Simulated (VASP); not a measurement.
# La (Pm-3m) in VASP: further runs, part 2 of 2

VASP 6.6.1. The steps go on from the part before.

## 3. Relaxation of cell and atoms, LDA

This run uses another cell than the first one, of 40.41 Å³/atom.

INCAR

```
ALGO     = Normal         # electronic algorithm
EDIFF    = 1E-6           # SCF threshold, eV
EDIFFG   = -0.01          # ionic threshold
ENCUT    = 600            # plane-wave cutoff, eV
IBRION   = 2              # ionic algorithm
ISIF     = 3              # what is computed and relaxed
ISMEAR   = -1             # smearing method
LASPH    = T              # aspherical terms in the spheres
LCHARG   = F              # write CHGCAR
LREAL    = F              # projectors in reciprocal space
LWAVE    = F              # write WAVECAR
NELM     = 100            # most SCF steps
NSW      = 80             # ionic steps
PREC     = Accurate       # precision mode
SIGMA    = 0.1            # smearing width, eV
```

KPOINTS

```
k-points
0
Gamma
  9 9 9
```

POSCAR

```
La
1.0
    3.4315615435      0.0000000000      0.0000000000
    0.0000000000      3.4315615435      0.0000000000
    0.0000000000      0.0000000000      3.4315615435
La
1
Direct
    0.0000000000      0.0000000000      0.0000000000
```

Potentials or basis: VASP PAW LDA potentials, release 64 (La).

Started as:

```console
$ cat potpaw_LDA.64/La/POTCAR > POTCAR
$ mpirun -np 1 vasp_std > vasp.out
```

OUTCAR:

```text
EDIFF = 1E-6
   EDIFFG = -0.01
   ENCUT = 600
   IBRION = 2
   ISIF = 3
   ISMEAR = -1
   LASPH = T
   LREAL = F
   NELM = 100
   NSW = 80
   PREC = Accurate

 ion  position               nearest neighbor table
   1  0.000  0.000  0.000-

  LATTYP: Found a simple cubic cell.
 ALAT       =     3.4315615435

  Lattice vectors:

 A1 = (   3.4315615435,   0.0000000000,   0.0000000000)
 A2 = (   0.0000000000,   3.4315615435,   0.0000000000)
 A3 = (   0.0000000000,   0.0000000000,   3.4315615435)

Analysis of symmetry for initial positions (statically):
=====================================================================
 Subroutine PRICEL returns:
 Original cell was already a primitive cell.

 Routine SETGRP: Setting up the symmetry group for a
 simple cubic supercell.

 Subroutine GETGRP returns: Found 48 space group operations
 (whereof 48 operations were pure point group operations)
 out of a pool of 48 trial point group operations.

The static configuration has the point symmetry O_h .

Analysis of symmetry for dynamics (positions and initial velocities):
=====================================================================
 Subroutine PRICEL returns:
 Original cell was already a primitive cell.

 Routine SETGRP: Setting up the symmetry group for a
 simple cubic supercell.

 Subroutine GETGRP returns: Found 48 space group operations
 (whereof 48 operations were pure point group operations)
 out of a pool of 48 trial point group operations.

The dynamic configuration has the point symmetry O_h .

 Subroutine INISYM returns: Found 48 space group operations
 (whereof 48 operations are pure point group operations),
 and found     1 'primitive' translations

----------------------------------------------------------------------------------------

                                     Primitive cell

  volume of cell :      40.4087

  direct lattice vectors                    reciprocal lattice vectors
     3.431561543  0.000000000  0.000000000     0.291412521  0.000000000  0.000000000
     0.000000000  3.431561543  0.000000000     0.000000000  0.291412521  0.000000000
     0.000000000  0.000000000  3.431561543     0.000000000  0.000000000  0.291412521

  length of vectors
     3.431561543  3.431561543  3.431561543     0.291412521  0.291412521  0.291412521

  position of ions in fractional coordinates (direct lattice)
     0.000000000  0.000000000  0.000000000

  ion indices of the primitive-cell ions
   primitive index   ion index
                 1           1

----------------------------------------------------------------------------------------

 KPOINTS: k-points

Automatic generation of k-mesh.
 Grid dimensions read from file:
 generate k-points for:    9    9    9

 Generating k-lattice:

  Cartesian coordinates                     Fractional coordinates (reciprocal lattice)
     0.032379169  0.000000000  0.000000000     0.111111111  0.000000000  0.000000000
     0.000000000  0.032379169  0.000000000     0.000000000  0.111111111  0.000000000
     0.000000000  0.000000000  0.032379169     0.000000000  0.000000000  0.111111111

  Length of vectors
     0.032379169  0.032379169  0.032379169

  Shift w.r.t. Gamma in fractional coordinates (k-lattice)
     0.000000000  0.000000000  0.000000000

 Subroutine IBZKPT returns following result:
 ===========================================

 Found     35 irreducible k-points:

 Following reciprocal coordinates:
            Coordinates               Weight
  0.000000  0.000000  0.000000      1.000000
  0.111111  0.000000  0.000000      6.000000
  0.222222  0.000000  0.000000      6.000000
  0.333333  0.000000  0.000000      6.000000
  0.444444  0.000000  0.000000      6.000000
  0.111111  0.111111  0.000000     12.000000
[... 16 lines left out ...]
  0.333333  0.333333  0.111111     24.000000
  0.444444  0.333333  0.111111     48.000000
 [... further k-points ...]
   k-points           NKPTS =     35   k-points in BZ     NKDIM =     35   number of bands    NBANDS=      9
   number of dos      NEDOS =    301   number of ions     NIONS =      1
   total plane-waves  NPLWV =  21952
   dimension x,y,z NGX =    28 NGY =   28 NGZ =   28
   dimension x,y,z NGXF=    56 NGYF=   56 NGZF=   56
   ions per type =               1
   NGX,Y,Z   is equivalent  to a cutoff of  13.56, 13.56, 13.56 a.u.
   NGXF,Y,Z  is equivalent  to a cutoff of  27.13, 27.13, 27.13 a.u.
 SYSTEM =  unknown system
   PREC   = accura    normal or accurate (medium, high low for compatibility)
   ISTART =      0    job   : 0-new  1-cont  2-samecut
   ICHARG =      2    charge: 1-file 2-atom 10-const
   ISPIN  =      1    spin polarized calculation?
   LNONCOLLINEAR =      F non collinear calculations
   LSORBIT =      F    spin-orbit coupling
   LASPH  =      T    aspherical Exc in radial PAW
   ENCUT  =  600.0 eV  44.10 Ry    6.64 a.u.   6.85  6.85  6.85*2*pi/ulx,y,z
   NELM   =    100;   NELMIN=  2; NELMDL= -5     # of ELM steps
   EDIFF  = 0.1E-05   stopping-criterion for ELM
   LREAL  =      F    real-space projection
   EDIFFG = -.1E-01   stopping-criterion for IOM
   NSW    =     80    number of steps for IOM
   IBRION =      2    ionic relax: 0-MD 1-quasi-New 2-CG
   NFREE  =      1    steps in history (QN), initial steepest desc. (CG)
   ISIF   =      3    stress and relaxation
   ISYM   =      2    0-nonsym 1-usesym 2-fastsym
   POTIM  = 0.5000    time-step for ionic-motion
   TEBEG  =    0.0;   TEEND  =   0.0 temperature during run
   PSTRESS=    0.0 pullay stress
   NELECT =      11.0000    total number of electrons
   NUPDOWN=      -1.0000    fix difference up-down
   EMIN   =  10.00;   EMAX   =-10.00  energy-range for DOS
   EFERMI =   0.00;   METHOD = LEGACY
   ISMEAR =    -1;   SIGMA  =   0.10  broadening in eV -4-tet -1-fermi 0-gaus
   EFERMI_NEDOS =   21; number of points for ismear=-14 and -15
   IALGO  =     38    algorithm
   IMIX   =      4    mixing-type and parameters
     AMIX     =   0.40;   BMIX     =  1.00
     AMIX_MAG =   1.60;   BMIX_MAG =  1.00
  volume/ion in A,a.u.               =      40.41       272.69
  Fermi-wavevector in a.u.,A,eV,Ry     =   1.060996  2.004993 15.316262  1.125713
  Thomas-Fermi vector in A             =   2.196397
   LORBIT       =      0    0 simple, 1 ext, 2 COOP (PROOUT), +10 PAW based schemes
   GGA     = CA    functional components
   LHFCALC =     F    Hartree Fock is set to
   AEXX    =    0.0000 exact exchange contribution
   IVDW    =     0    specifies the selected vdW correction
   LEPSILON=     F    determine dielectric tensor
   LRPA    =     F    only Hartree local field effects (RPA)
 conjugate gradient relaxation of ions
 non-spin polarized calculation
  energy-cutoff  :      600.00
  volume of cell :       40.41
 maximum number of plane-waves:      1364
 NGX is ok and might be reduce to    28
   NGX = 13   NGY = 13   NGZ = 13

--------------------------------------- Ionic step        1  -------------------------------------------

 number of electron      11.0000002 magnetization

 Free energy of the ion-electron system (eV)
  ---------------------------------------------------
  ext. energy  EPLUGINS =         0.00000000
  ---------------------------------------------------
  free energy    TOTEN  =        -5.01962267 eV

  energy without entropy =       -4.94945207  energy(sigma->0) =       -4.98453737

 E-fermi :   6.7322     XC(G=0):  -9.3635

 val. band max:        6.7234465572   @ k =   0.3333   0.1111   0.1111
 cond. band min:       6.7447524880   @ k =   0.4444   0.1111   0.0000
 fundamental gap:      0.0213059308
 Fermi energy:         6.7321821737

 k-point     1 :       0.0000    0.0000    0.0000
  band No.  band energies     occupation
      1     -26.2951      2.00000
      2      -9.2249      2.00000
      3      -9.2249      2.00000
      4      -9.2249      2.00000
      5       3.8286      2.00000
      6       5.7591      1.99988
      7       5.7591      1.99988
      8       8.2662      0.00000
      9       8.2664      0.00000
[... 553 lines left out ...]
  energy  without entropy=       -5.1203737385  energy(sigma->0) =       -5.14963745

--------------------------------------- Ionic step        9  -------------------------------------------

 number of electron      10.9999999 magnetization

 Free energy of the ion-electron system (eV)
  ---------------------------------------------------
  ext. energy  EPLUGINS =         0.00000000
  ---------------------------------------------------
  free energy    TOTEN  =        -5.17891264 eV

  energy without entropy =       -5.12041035  energy(sigma->0) =       -5.14966150

 E-fermi :   9.1642     XC(G=0): -10.3629

 val. band max:        9.1206693213   @ k =   0.4444   0.1111   0.1111
 cond. band min:       9.2367624444   @ k =   0.4444   0.3333   0.2222
 fundamental gap:      0.1160931232
 Fermi energy:         9.1642452409

 k-point     1 :       0.0000    0.0000    0.0000
  band No.  band energies     occupation
      1     -23.7887      2.00000
      2      -6.0377      2.00000
      3      -6.0377      2.00000
      4      -6.0377      2.00000
      5       6.4799      2.00000
      6       7.7646      2.00000
      7       7.7646      2.00000
      8      11.1922      0.00000
      9      11.1922      0.00000
[... 304 lines left out ...]
  FREE ENERGIE OF THE ION-ELECTRON SYSTEM (eV)
  ---------------------------------------------------
  free  energy   TOTEN  =        -5.1789126353 eV

  energy  without entropy=       -5.1204103547  energy(sigma->0) =       -5.14966150

 reached required accuracy - stopping structural energy minimisation
```

Run time: 1.8 min. Hardware: 1 thread of AMD EPYC 7R13, shared host; peak memory 0.14 GiB.

Results:

* Free energy: -5.1789 eV
* Relaxed volume: 31.65 Å³/atom
* Relaxed cell: a = 3.163 Å, b = 3.163 Å, c = 3.163 Å, α = 90.00°, β = 90.00°, γ = 90.00°
* Space group after relaxing (to 0.1 Å): Pm-3m (No. 221)
* Energy gained by relaxing: 159.3 meV/atom
* Ionic steps: 9
* Pressure after relaxing: 0.0 GPa
* Band gap on the k mesh: zero (an odd number of electrons rules out a gap without spin polarisation)

Step by step:
```tsv
step	energy change (eV)	largest force (eV/Å)	pressure (GPa)	volume (Å³)
1	0.0000	0.0000	-4.85	40.41
2	-0.1476	0.0000	-1.75	33.67
3	-0.1593	0.0000	-0.11	31.69
4	-0.1593	0.0000	0.09	31.53
5	-0.1593	0.0000	0.16	31.62
6	-0.1591	0.0000	-0.27	31.88
7	-0.1593	0.0000	-0.10	31.72
8	-0.1593	0.0000	-0.08	31.68
9	-0.1593	0.0000	-0.05	31.65
```

Final structure:
```cif
data_structure
_symmetry_space_group_name_H-M 'P 1'
_symmetry_Int_Tables_number 1
_cell_length_a 3.1632
_cell_length_b 3.1632
_cell_length_c 3.1632
_cell_angle_alpha 90.000
_cell_angle_beta 90.000
_cell_angle_gamma 90.000
_cell_volume 31.65
loop_
_atom_site_label
_atom_site_type_symbol
_atom_site_fract_x
_atom_site_fract_y
_atom_site_fract_z
_atom_site_occupancy
La1 La 0.00000 0.00000 0.00000 1
```

Levels at points of the mesh, in eV from the Fermi level:
| k point | band 3 | band 4 | band 5 | band 6 | band 7 | band 8 | band 9 |
| --- | --- | --- | --- | --- | --- | --- | --- |
| (0.00, 0.00, 0.00) | -15.20 | -15.20 | -2.68 | -1.40 | -1.40 | 2.03 | 2.03 |

Caveat: the volume moved by over 15 % at a fixed basis, so the end points are rough; spin-orbit coupling is left out, which moves the levels of the heavy elements.

## 4. Single point, LDA

This run uses another cell than the first one, of 31.76 Å³/atom.

INCAR

```
ALGO = Normal
EDIFF = 1E-6
ENCUT = 520
ISIF = 2
ISMEAR = -1
LASPH = T
LCHARG = F
LREAL = F
LWAVE = F
NBANDS = 12
NELM = 100
PREC = Accurate
SIGMA = 0.1
```

KPOINTS

```
k-points
0
Gamma
  16 16 16
```

POSCAR

```
La
1.0
    3.1668823378      0.0000000000      0.0000000000
    0.0000000000      3.1668823378      0.0000000000
    0.0000000000      0.0000000000      3.1668823378
La
1
Direct
    0.0000000000      0.0000000000      0.0000000000
```

Started as:

```console
$ cat potpaw_LDA.64/La/POTCAR > POTCAR
$ mpirun -np 1 vasp_std > vasp.out
```

It took 71 s on 1 thread of AMD EPYC 7R13, shared host; peak memory 0.17 GiB.

It converged, with:

| Item | Value |
| --- | --- |
| Free energy | -5.1716 eV |
| Pressure | -0.1 GPa |
| Band gap on the k mesh | zero (an odd number of electrons rules out a gap without spin polarisation) |

Levels at points of the mesh, in eV from the Fermi level:
```
           k point  band 2  band 3  band 4  band 5  band 6  band 7  band 8  band 9
(0.00, 0.00, 0.00)  -15.19  -15.19  -15.19   -2.66   -1.37   -1.37    2.04    2.04
(0.50, 0.00, 0.00)  -17.94  -14.89  -14.89   -0.39   -0.36    0.95    1.40    2.22
(0.50, 0.50, 0.00)  -17.49  -17.49  -14.61   -2.96    0.82    1.48    1.48    2.18
(0.50, 0.50, 0.50)  -17.08  -17.08  -17.08   -1.42   -1.42   -1.42    1.11    2.20
```

Caveat: spin-orbit coupling is left out, which moves the levels of the heavy elements.

## 5. Single point, LDA, non-collinear spin, zero start, spin-orbit coupling

This run uses another cell than the first one, of 31.76 Å³/atom.

INCAR

```
  PREC = Accurate
  ENCUT = 520
  EDIFF = 1E-7
  ISMEAR = -1
  SIGMA = 0.1
  LREAL = False
  LASPH = True
  NELM = 150
  ALGO = Normal
  ISIF = 2
  LWAVE = False
  LCHARG = False
  LNONCOLLINEAR = True
  MAGMOM = 0 0 0
  LORBIT = 11
  LSORBIT = True
  GGA_COMPAT = False
  LORBMOM = True
  LMAXMIX = 6
  GGA = CA
  NBANDS = 22
```

KPOINTS

```
Automatic mesh
0
Gamma
  10 10 10
```

POSCAR is that of step 4.

Started as:

```console
$ cat potpaw_LDA.64/La/POTCAR > POTCAR
$ mpirun -np 1 vasp_ncl > vasp.out
```

Run time: 1.9 min. Hardware: 1 thread of AMD EPYC 7R13, shared host; peak memory 0.19 GiB.

The run converged. Its results:

* Free energy: -5.4893 eV
* Pressure: -0.3 GPa
* Net moment: 0.00 μB per cell
* Valence electrons inside the program's atomic spheres: La 8.89

Moments on the atoms (μB; x, y, z):
```
La  0.00 0.00 0.00
```

## 6. Overview

| task | spin | cell | k mesh | cutoff (eV) | gap on the mesh (eV) | pressure (GPa) |
| --- | --- | --- | --- | --- | --- | --- |
| single point | off | a = 3.289 Å, 1 atom | 11 × 11 × 11 | 520 | none | -2.9 |
| relaxation of cell and atoms | off | relaxed from a = 3.432 Å, 1 atom | 9 × 9 × 9 | 600 | none | 0.0 |
| single point | off | a = 3.167 Å, 1 atom | 16 × 16 × 16 | 520 | none | -0.1 |
| single point | non-collinear, zero start, SOC | a = 3.167 Å, 1 atom | 10 × 10 × 10 | 520 | - | -0.3 |

Alike in all rows: level LDA; potentials or basis VASP PAW LDA potentials, release 64 (La); smearing fermi-dirac 0.1 eV.

Caveats: spin-orbit coupling is left out, which moves the levels of the heavy elements (at least some runs); the volume moved by over 15 % at a fixed basis, so the end points are rough (at least some runs).

Total energies depend on the potentials used, so only differences within one code and one set of settings carry meaning.
